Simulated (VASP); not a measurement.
Wanted: the native input for a VASP 6.6.1 run.

- Task: single point
- Functional: PBEsol
- Potentials or basis: VASP PAW PBE potentials, release 64 (Si)
- Cutoff: 520 eV
- k mesh: 2 × 2 × 2
- Occupations: gaussian, width 0.05 eV
- Spin: no spin polarisation
- Dipole correction: no
- Further INCAR settings: LREAL = Auto; ALGO = Normal; EDIFF = 1e-07; NBANDS = 48

The structure of Si (a cell with a defect) lies in POSCAR:

```
Si
1.0
    0.0000000000      5.4300000000      5.4300000000
    5.4300000000      0.0000000000      5.4300000000
    5.4300000000      5.4300000000      0.0000000000
Si
17
Direct
   -0.0088139264     -0.0081444783      0.0253154590
    0.1222126268      0.1226601401      0.1346746216
    0.0008018506      0.0015118816      0.5072086095
    0.1153414971      0.1160436089      0.6527972918
    0.0180793496      0.4939925161     -0.0058923086
    0.1221909586      0.6206667142      0.1346483046
    0.0008209817      0.4906959183      0.5071790679
    0.1655870922      0.6075094654      0.6196599299
    0.4935388239      0.0185219649     -0.0059681306
    0.6199932539      0.1227129450      0.1347249482
    0.4900184315      0.0014711572      0.5072657968
    0.6068435254      0.1661480522      0.6196018254
    0.4935137235      0.4940539875     -0.0059433555
    0.6512177781      0.6516433387      0.0456371133
    0.5239904203      0.5245842841      0.4270298692
    0.6067898997      0.6076189045      0.6196214897
    0.7883687735      0.7887758296      0.6342076581
```

The input as run:

INCAR

```
SYSTEM = Si
  PREC = Accurate
  ENCUT = 520
  EDIFF = 1E-7
  ISMEAR = 0
  SIGMA = 0.05
  LREAL = Auto
  LASPH = .True.
  NELM = 100
  ALGO = Normal
  ISIF = 2
  LWAVE = .False.
  LCHARG = .False.
  GGA = PS
  NBANDS = 48
```

KPOINTS

```
regular mesh
0
Gamma
  2 2 2
  0 0 0
```

Potentials or basis: VASP PAW PBE potentials, release 64 (Si).

Command:

```bash
$ cat potpaw_PBE.64/Si/POTCAR > POTCAR
$ mpirun -np 1 vasp_std > vasp.out
```

It gave:

| Item | Value |
| --- | --- |
| Pressure | 2.4 GPa |
| Largest force | 0.018 eV/Å |
| Band gap on the k mesh | zero (band 34 reaches 6.69 eV, above the bottom of band 35 at 6.60 eV) |

Caveat: the k points lie up to 0.50 Å⁻¹ apart; the PAW data sets were made with another functional, which shifts forces and pressure a little.

It took 2.1 min on 1 thread of Intel(R) Xeon(R) Platinum 8488C (Sapphire Rapids) (shared host), peak memory 0.46 GiB.
